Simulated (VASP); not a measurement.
A run of VASP 6.6.1:

File INCAR:

```
ALGO = Normal
EDIFF = 1E-8
ENCUT = 520
ISIF = 2
ISMEAR = -1
LASPH = True
LCHARG = False
LEFG = True
LREAL = False
LWAVE = False
NBANDS = 16
NELM = 80
PREC = Accurate
SIGMA = 0.05
```

KPOINTS

```
k-points
0
Gamma
  12 12 12
```

Contents of POSCAR:

```
InP
1.0
    0.0000000000      2.9305000000      2.9305000000
    2.9305000000      0.0000000000      2.9305000000
    2.9305000000      2.9305000000      0.0000000000
In P
1 1
Direct
    0.0000000000      0.0000000000      0.0000000000
    0.7500000000      0.7500000000      0.7500000000
```

Potentials or basis: VASP PAW LDA potentials, release 64 (In_d, P).

Launch:

```console
$ cat potpaw_LDA.64/In_d/POTCAR potpaw_LDA.64/P/POTCAR > POTCAR
$ mpirun -np 1 vasp_std > vasp.out
```

Hardware: 1 thread of Intel(R) Xeon(R) Platinum 8375C CPU @ 2.90GHz (Ice Lake), on a shared host.

Question: How long does it take, and how much memory?

Answer: Wall time 31 s on 1 thread of Intel(R) Xeon(R) Platinum 8375C CPU @ 2.90GHz (Ice Lake), with other jobs on the host, peak memory 0.19 GiB. Counts: scf iterations 14, k points 72.
